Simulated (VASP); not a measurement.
Write the native input for VASP 6.6.1 that does the following.

| Quantity | Value |
| --- | --- |
| Task | relaxation of cell and atoms |
| Functional | r2SCAN |
| Potentials or basis | VASP PAW PBE potentials, release 64 (Al, N) |
| Cutoff | 600 eV |
| k mesh | 10 × 10 × 10 |
| Occupations | gaussian, width 0.01 eV |
| Spin | no spin polarisation |
| Target pressure | 10 GPa |
| Dipole correction | no |
| Further INCAR settings | ALGO = Normal; EDIFF = 1e-07; IBRION = 2; EDIFFG = -0.002; NSW = 100; ISIF = 3 |

AlN:

```xyz
2
Lattice="2.1849 2.1849 0.0000 -2.1849 2.1849 0.0000 0.0000 2.1849 2.1849" Properties=species:S:1:pos:R:3 pbc="T T T"
Al    0.0000    0.0000    0.0000
N    -1.0924    3.2773    1.0924
```

These files were run (other wordings do the same):

POSCAR

```
AlN
1.0
    2.1848998483      2.1848998483      0.0000000000
   -2.1848998483      2.1848998483      0.0000000000
    0.0000000000      2.1848998483      2.1848998483
Al N
1 1
Direct
    0.0000000000      0.0000000000      0.0000000000
    0.2500000000      0.7500000000      0.5000000000
```

INCAR.step1

```
SYSTEM = AlN
PREC = Accurate ; ENCUT = 600
ISMEAR = 0 ; SIGMA = 0.01
LREAL = .False. ; LASPH = .True.
NELM = 100 ; GGA = PE
ALGO = Normal ; EDIFF = 1E-4
LWAVE = .True. ; LCHARG = .False.
```

INCAR.step2

```
SYSTEM = AlN
PREC = Accurate ; ENCUT = 600
EDIFF = 1E-7 ; ISMEAR = 0
SIGMA = 0.01 ; LREAL = .False.
LASPH = .True. ; NELM = 100
ALGO = Normal ; ISIF = 3
LWAVE = .False. ; LCHARG = .False.
METAGGA = R2SCAN ; LMIXTAU = .True.
IBRION = 2 ; NSW = 100
EDIFFG = -0.002 ; PSTRESS = 100.0
ISTART = 1
```

KPOINTS

```
regular mesh
0
Gamma
  10 10 10
  0 0 0
```

Potentials or basis: VASP PAW PBE potentials, release 64 (Al, N).

The run is started by

```console
$ cat potpaw_PBE.64/Al/POTCAR potpaw_PBE.64/N/POTCAR > POTCAR
$ cp INCAR.step1 INCAR
$ mpirun -np 1 vasp_std > vasp.out
$ cp INCAR.step2 INCAR
$ mpirun -np 1 vasp_std > vasp.out
```

It gave:

```json
{
  "Relaxed volume": "9.97 Å³/atom",
  "Relaxed cell": "a = 3.044 Å, b = 3.044 Å, c = 3.044 Å, α = 60.00°, β = 60.00°, γ = 90.00°",
  "Space group after relaxing (to 0.1 Å)": "F-43m (No. 216)",
  "Energy change on relaxing (the run minimises the enthalpy)": "+13.4 meV/atom",
  "Ionic steps": "4",
  "Pressure after relaxing": "10.0 GPa",
  "Band gap on the k mesh": "3.97 eV (least direct gap 5.31 eV)"
}
```

Caveat: the cell is relaxed towards a set pressure, so the run minimises the enthalpy, not the energy; the PAW data sets were made with another functional, which shifts forces and pressure a little.

Run time: 2.1 min on 1 thread of Intel(R) Xeon(R) 6975P-C (Granite Rapids) (shared host), peak memory 0.15 GiB.
